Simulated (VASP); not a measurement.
The system is Ge.

```
CELL_PARAMETERS angstrom
-1.60842 1.60842 1.87318
1.60842 -1.60842 1.87318
1.60842 1.60842 -1.87318
ATOMIC_POSITIONS crystal
Ge 0.50000 0.50000 0.00000
```

```yaml
Program: VASP 6.6.1
Task: relaxation of cell and atoms
Functional: PBE
Dispersion: D4
Potentials_or_basis: VASP PAW PBE potentials, release 64 (Ge_d)
Cutoff: 600 eV
k_mesh: 12 × 12 × 12
Occupations: fermi-dirac, width 0.05 eV
Spin: no spin polarisation
```

At the start: pressure -2.3 GPa; volume 19.38 Å³/atom.

Task: How do energy, volume and symmetry change on relaxing?

Result: Over 19 steps the energy falls by 7.5 meV/atom and the volume is 18.70 Å³/atom (-3.5 %); space group I4/mmm (No. 139, to 0.05 Å).

The path:
| step | energy change (eV) | largest force (eV/Å) | pressure (GPa) | volume (Å³) |
| --- | --- | --- | --- | --- |
| 1 | 0.0000 | 0.0000 | -2.29 | 19.38 |
| 2 | -0.0050 | 0.0000 | 0.19 | 18.62 |
| 3 | -0.0050 | 0.0000 | 0.05 | 18.68 |
| 4 | -0.0050 | 0.0000 | -0.03 | 18.69 |
| 5 | -0.0050 | 0.0000 | 0.00 | 18.69 |
| 6 | -0.0051 | 0.0000 | 0.13 | 18.70 |
| 7 | -0.0054 | 0.0000 | 0.20 | 18.72 |
| 8 | -0.0064 | 0.0000 | 0.29 | 18.75 |
| 9 | -0.0072 | 0.0000 | -0.43 | 18.81 |
| 10 | -0.0073 | 0.0000 | -0.58 | 18.79 |
| 11 | -0.0073 | 0.0000 | -0.47 | 18.79 |
| 12 | -0.0073 | 0.0000 | -0.40 | 18.78 |
| 13 | -0.0074 | 0.0000 | -0.32 | 18.76 |
| 14 | -0.0074 | 0.0000 | -0.20 | 18.73 |
| 15 | -0.0074 | 0.0000 | -0.27 | 18.74 |
| 16 | -0.0074 | 0.0000 | -0.31 | 18.73 |
| 17 | -0.0074 | 0.0000 | -0.29 | 18.73 |
| 18 | -0.0074 | 0.0000 | -0.27 | 18.72 |
| 19 | -0.0075 | 0.0000 | 0.03 | 18.70 |

Final structure:
```
Ge
1.0
    -1.55697    1.55697    1.92809
     1.55697   -1.55697    1.92809
     1.55697    1.55697   -1.92809
Ge
1
Direct
  0.50000 0.50000 0.00000
```

Caveat: pairwise dispersion overbinds metals, which lowers pressure and volume.
